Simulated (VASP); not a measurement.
# Ga (I4/mmm) in VASP: density of states with PBEsol

Aim: the density of states of Ga with PBEsol.

Program: VASP 6.6.1. These are calculated values, not measurements. Logs are shortened: lines on timing, memory, paths and dates and some standing lists are left out, and cuts for length are marked.

### 1 The cell of the first run

It takes space group I4/mmm (No. 139, tetragonal). Conventional cell: a = 2.769 Å, b = 2.769 Å, c = 4.622 Å, α = 90.00°, β = 90.00°, γ = 90.00°. Within 3.6 Å of Ga (site symmetry 4/mmm) lie 12 Ga at 2.77 to 3.03 Å.

### 2 Density of states, PBEsol

Input file POSCAR:

```
Ga
1.0
   -1.3843987196      1.3843987196      2.3112238365
    1.3843987196     -1.3843987196      2.3112238365
    1.3843987196      1.3843987196     -2.3112238365
Ga
1
Direct
    0.0000000000      0.0000000000      0.0000000000
```

Input file INCAR.step1:

```
ALGO = Normal ; EDIFF = 1E-6
ENCUT = 520 ; GGA = PS
ISIF = 2 ; ISMEAR = -1
LASPH = True ; LCHARG = True
LREAL = False ; LWAVE = False
NBANDS = 12 ; NELM = 100
PREC = Accurate ; SIGMA = 0.05
```

Input file KPOINTS.step1:

```
k-points
0
Gamma
  8 8 8
```

Input file INCAR.step2:

```
ALGO = Normal ; EDIFF = 1E-6
ENCUT = 520 ; GGA = PS
ICHARG = 11 ; ISIF = 2
ISMEAR = -5 ; LASPH = True
LCHARG = False ; LORBIT = 10
LREAL = False ; LWAVE = False
NEDOS = 2001 ; NELM = 100
PREC = Accurate ; SIGMA = 0.05
```

Input file KPOINTS.step2:

```
k-points
0
Gamma
  12 12 12
```

Potentials or basis: VASP PAW PBE potentials, release 64 (Ga_d).

The run is started by

```
$ cat potpaw_PBE.64/Ga_d/POTCAR > POTCAR
$ cp INCAR.step1 INCAR
$ cp KPOINTS.step1 KPOINTS
$ mpirun -np 1 vasp_std > vasp.out
$ cp INCAR.step2 INCAR
$ cp KPOINTS.step2 KPOINTS
$ mpirun -np 1 vasp_std > vasp.out
```

OUTCAR:

```text
EDIFF = 1E-6
   ENCUT = 520
   GGA = PS
   ICHARG = 11
   ISIF = 2
   ISMEAR = -5
   LASPH = True
   LORBIT = 10
   LREAL = False
   NELM = 100
   PREC = Accurate

 ion  position               nearest neighbor table
   1  0.000  0.000  0.000-

  LATTYP: Found a body centered tetragonal cell.
 ALAT       =     2.7687974392
 C/A-ratio  =     1.6694784557

  Lattice vectors:

 A1 = (  -1.3843987196,   1.3843987196,   2.3112238365)
 A2 = (   1.3843987196,  -1.3843987196,   2.3112238365)
 A3 = (   1.3843987196,   1.3843987196,  -2.3112238365)

Analysis of symmetry for initial positions (statically):
=====================================================================
 Subroutine PRICEL returns:
 Original cell was already a primitive cell.

 Routine SETGRP: Setting up the symmetry group for a
 body centered tetragonal supercell.

 Subroutine GETGRP returns: Found 16 space group operations
 (whereof 16 operations were pure point group operations)
 out of a pool of 16 trial point group operations.

The static configuration has the point symmetry D_4h.

Analysis of symmetry for dynamics (positions and initial velocities):
=====================================================================
 Subroutine PRICEL returns:
 Original cell was already a primitive cell.

 Routine SETGRP: Setting up the symmetry group for a
 body centered tetragonal supercell.

 Subroutine GETGRP returns: Found 16 space group operations
 (whereof 16 operations were pure point group operations)
 out of a pool of 16 trial point group operations.

The dynamic configuration has the point symmetry D_4h.

 Subroutine INISYM returns: Found 16 space group operations
 (whereof 16 operations are pure point group operations),
 and found     1 'primitive' translations

----------------------------------------------------------------------------------------

                                     Primitive cell

  volume of cell :      17.7184

  direct lattice vectors                    reciprocal lattice vectors
    -1.384398720  1.384398720  2.311223836     0.000000000  0.361167627  0.216335602
     1.384398720 -1.384398720  2.311223836     0.361167627  0.000000000  0.216335602
     1.384398720  1.384398720 -2.311223836     0.361167627  0.361167627  0.000000000

  length of vectors
     3.029005654  3.029005654  3.029005654     0.421002550  0.421002550  0.510768156

  position of ions in fractional coordinates (direct lattice)
     0.000000000  0.000000000  0.000000000

  ion indices of the primitive-cell ions
   primitive index   ion index
                 1           1

----------------------------------------------------------------------------------------

 KPOINTS: k-points

Automatic generation of k-mesh.
 Grid dimensions read from file:
 generate k-points for:   12   12   12

 Generating k-lattice:

  Cartesian coordinates                     Fractional coordinates (reciprocal lattice)
     0.000000000  0.030097302  0.018027967     0.083333333  0.000000000 -0.000000000
     0.030097302  0.000000000  0.018027967     0.000000000  0.083333333 -0.000000000
     0.030097302  0.030097302  0.000000000     0.000000000  0.000000000  0.083333333

  Length of vectors
     0.035083546  0.035083546  0.042564013

  Shift w.r.t. Gamma in fractional coordinates (k-lattice)
     0.000000000  0.000000000  0.000000000

 TETIRR: Found   2206 inequivalent tetrahedra from    10368

 Subroutine IBZKPT returns following result:
 ===========================================

 Found    163 irreducible k-points:

 Following reciprocal coordinates:
            Coordinates               Weight
  0.000000  0.000000  0.000000      1.000000
  0.083333  0.000000 -0.000000      8.000000
  0.166667  0.000000  0.000000      8.000000
  0.250000  0.000000 -0.000000      8.000000
  0.333333  0.000000  0.000000      8.000000
  0.416667  0.000000 -0.000000      8.000000
[... 16 lines left out ...]
  0.500000  0.166667 -0.000000     16.000000
 -0.416667  0.166667  0.000000     16.000000
 [... further k-points ...]
   k-points           NKPTS =    163   k-points in BZ     NKDIM =    163   number of bands    NBANDS=     10
   number of dos      NEDOS =   2001   number of ions     NIONS =      1
   total plane-waves  NPLWV =  13824
   dimension x,y,z NGX =    24 NGY =   24 NGZ =   24
   dimension x,y,z NGXF=    48 NGYF=   48 NGZF=   48
   ions per type =               1
   NGX,Y,Z   is equivalent  to a cutoff of  13.17, 13.17, 13.17 a.u.
   NGXF,Y,Z  is equivalent  to a cutoff of  26.34, 26.34, 26.34 a.u.
 SYSTEM =  unknown system
   PREC   = accura    normal or accurate (medium, high low for compatibility)
   ISTART =      0    job   : 0-new  1-cont  2-samecut
   ICHARG =     11    charge: 1-file 2-atom 10-const
   ISPIN  =      1    spin polarized calculation?
   LNONCOLLINEAR =      F non collinear calculations
   LSORBIT =      F    spin-orbit coupling
   LASPH  =      T    aspherical Exc in radial PAW
   ENCUT  =  520.0 eV  38.22 Ry    6.18 a.u.   5.63  5.63  5.63*2*pi/ulx,y,z
   NELM   =    100;   NELMIN=  2; NELMDL=  0     # of ELM steps
   EDIFF  = 0.1E-05   stopping-criterion for ELM
   LREAL  =      F    real-space projection
   EDIFFG = 0.1E-04   stopping-criterion for IOM
   NSW    =      0    number of steps for IOM
   IBRION =     -1    ionic relax: 0-MD 1-quasi-New 2-CG
   NFREE  =      0    steps in history (QN), initial steepest desc. (CG)
   ISIF   =      2    stress and relaxation
   ISYM   =      2    0-nonsym 1-usesym 2-fastsym
   POTIM  = 0.5000    time-step for ionic-motion
   TEBEG  =    0.0;   TEEND  =   0.0 temperature during run
   PSTRESS=    0.0 pullay stress
   NELECT =      13.0000    total number of electrons
   NUPDOWN=      -1.0000    fix difference up-down
   EMIN   =  10.00;   EMAX   =-10.00  energy-range for DOS
   EFERMI =   0.00;   METHOD = LEGACY
   ISMEAR =    -5;   SIGMA  =   0.05  broadening in eV -4-tet -1-fermi 0-gaus
   EFERMI_NEDOS =   21; number of points for ismear=-14 and -15
   IALGO  =     38    algorithm
   IMIX   =      4    mixing-type and parameters
     AMIX     =   0.40;   BMIX     =  1.00
     AMIX_MAG =   1.60;   BMIX_MAG =  1.00
  volume/ion in A,a.u.               =      17.72       119.57
  Fermi-wavevector in a.u.,A,eV,Ry     =   1.476549  2.790273 29.663375  2.180197
  Thomas-Fermi vector in A             =   2.591062
   LORBIT       =     10    0 simple, 1 ext, 2 COOP (PROOUT), +10 PAW based schemes
   GGA     = PS    functional components
   LHFCALC =     F    Hartree Fock is set to
   AEXX    =    0.0000 exact exchange contribution
   IVDW    =     0    specifies the selected vdW correction
   LEPSILON=     F    determine dielectric tensor
   LRPA    =     F    only Hartree local field effects (RPA)
 non-spin polarized calculation
 Fermi weights with tetrahedron method with Bloechl corrections
  energy-cutoff  :      520.00
  volume of cell :       17.72
 maximum number of plane-waves:       492

 number of electron      12.9999997 magnetization

 Free energy of the ion-electron system (eV)
  ---------------------------------------------------
  ext. energy  EPLUGINS =         0.00000000
  ---------------------------------------------------
  free energy    TOTEN  =        -3.33436396 eV

  energy without entropy =       -3.33436396  energy(sigma->0) =       -3.33436396

 E-fermi :   6.0072     XC(G=0): -11.4668

 val. band max:        6.3274514799   @ k =  -0.2500   0.2500   0.2500
 cond. band min:       5.9309358735   @ k =   0.2500   0.2500   0.2500
 fundamental gap:     -0.3965156063
 Fermi energy:         6.0071947522

 k-point     1 :       0.0000    0.0000    0.0000
  band No.  band energies     occupation
      1      -9.0475      2.00000
      2      -8.8794      2.00000
      3      -8.8453      2.00000
      4      -8.8453      2.00000
      5      -8.6858      2.00000
      6      -5.5502      2.00000
      7      18.6726      0.00000
      8      18.9763      0.00000
      9      18.9763      0.00000
     10      22.3806      0.00000

 k-point     2 :       0.0833    0.0000   -0.0000
  band No.  band energies     occupation
      1      -9.0352      2.00000
      2      -8.8763      2.00000
      3      -8.8487      2.00000
      4      -8.8377      2.00000
      5      -8.6924      2.00000
      6      -5.3613      2.00000
      7      16.8174      0.00000
      8      18.0638      0.00000
      9      18.8179      0.00000
     10      21.2788      0.00000

 k-point     3 :       0.1667    0.0000    0.0000
  band No.  band energies     occupation
      1      -9.0112      2.00000
      2      -8.8889      2.00000
      3      -8.8304      2.00000
      4      -8.8194      2.00000
      5      -8.7077      2.00000
      6      -4.7892      2.00000
      7      13.3412      0.00000
      8      16.7981      0.00000
      9      18.5293      0.00000
     10      20.2376      0.00000

 k-point     4 :       0.2500    0.0000   -0.0000
  band No.  band energies     occupation
      1      -8.9975      2.00000
      2      -8.9248      2.00000
      3      -8.8060      2.00000
      4      -8.7731      2.00000
      5      -8.7169      2.00000
      6      -3.8255      2.00000
      7       9.9180      0.00000
      8      15.6008      0.00000
      9      18.3430      0.00000
     10      19.2332      0.00000

 k-point     5 :       0.3333    0.0000    0.0000
  band No.  band energies     occupation
      1      -8.9977      2.00000
      2      -8.9643      2.00000
      3      -8.8137      2.00000
      4      -8.7047      2.00000
      5      -8.7024      2.00000
      6      -2.4693      2.00000
      7       6.7620      0.27573
      8      14.6731      0.00000
      9      18.3325      0.00000
     10      18.4808      0.00000

 k-point     6 :       0.4167    0.0000   -0.0000
  band No.  band energies     occupation
      1      -9.0092      2.00000
      2      -8.9874      2.00000
      3      -8.8285      2.00000
      4      -8.6866      2.00000
      5      -8.6466      2.00000
      6      -0.7325      2.00000
      7       3.9354      2.09748
      8      14.0924      0.00000
      9      18.0275      0.00000
     10      18.4430      0.00000
[... 183 lines left out ...]
 k-point    21 :       0.3333    0.1667    0.0000
  band No.  band energies     occupation
      1      -8.9498      2.00000
      2      -8.9221      2.00000
      3      -8.8347      2.00000
      4      -8.7397      2.00000
      5      -8.7052      2.00000
      6      -0.8982      2.00000
      7       5.9187      1.02200
      8      12.0891      0.00000
      9      13.6418      0.00000
     10      19.4469      0.00000

 k-point    22 :       0.4167    0.1667   -0.0000
  band No.  band energies     occupation
      1      -8.9767      2.00000
      2      -8.9149      2.00000
      3      -8.8516      2.00000
      4      -8.7385      2.00000
      5      -8.6530      2.00000
      6       0.9875      2.00000
      7       3.3258      2.02531
      8      12.2463      0.00000
      9      13.5684      0.00000
     10      18.3199      0.00000

 k-point    23 :       0.5000    0.1667   -0.0000
  band No.  band energies     occupation
      1      -8.9876      2.00000
      2      -8.9095      2.00000
      3      -8.8561      2.00000
      4      -8.7468      2.00000
      5      -8.6322      2.00000
      6       0.8888      2.00000
      7       3.4345      2.03708
      8      12.3558      0.00000
      9      14.1868      0.00000
     10      17.5730      0.00000

 k-point    24 :      -0.4167    0.1667    0.0000
  band No.  band energies     occupation
      1      -8.9799      2.00000
      2      -8.9035      2.00000
      3      -8.8469      2.00000
      4      -8.7639      2.00000
      5      -8.6510      2.00000
      6      -0.9911      2.00000
      7       6.0407      0.89836
      8      12.6584      0.00000
      9      15.0614      0.00000
     10      17.4276      0.00000

 [... further k-points ...]
[... 5 lines left out ...]
  --------------------------------------------------------------------------------------
  -------------------------------------------------------------------------------------
  Total        0.0726804      0.0726804      0.1574731      0.0000000      0.0000000      0.0000000
  in kB        6.5720868      6.5720868     14.2394305      0.0000000      0.0000000      0.0000000
  external PRESSURE =       9.1278680 kB  Pullay stress =       0.0000000 kB

 VOLUME and BASIS-vectors are now :
 -----------------------------------------------------------------------------
  energy-cutoff  :      520.00
  volume of cell :       17.72
      direct lattice vectors                 reciprocal lattice vectors
    -1.384398720  1.384398720  2.311223836     0.000000000  0.361167627  0.216335602
     1.384398720 -1.384398720  2.311223836     0.361167627  0.000000000  0.216335602
     1.384398720  1.384398720 -2.311223836     0.361167627  0.361167627  0.000000000

 POSITION                                       TOTAL-FORCE (eV/Angst)
 -----------------------------------------------------------------------------------
      0.00000      0.00000      0.00000        -0.000000     -0.000000     -0.000000
 -----------------------------------------------------------------------------------
    total drift:                               -0.000000      0.000000      0.000000

  FREE ENERGIE OF THE ION-ELECTRON SYSTEM (eV)
  ---------------------------------------------------
  free  energy   TOTEN  =        -3.3343639592 eV

  energy  without entropy=       -3.3343639592  energy(sigma->0) =       -3.33436396

 total charge

# of ion       s       p       d       tot
------------------------------------------
    1        1.021   0.582   9.965  11.568
```

Run time: 20 s. Hardware: 1 thread of Intel Xeon 6975P-C, shared host; peak memory 0.15 GiB.

What came out:

```yaml
Valence_electrons_inside_the_program's_atomic_spheres: Ga 11.57
```

Caveat: the k points lie up to 0.40 Å⁻¹ apart; the PAW data sets were made with another functional, which shifts forces and pressure a little; tetrahedron occupations give inexact forces and stress in metals.
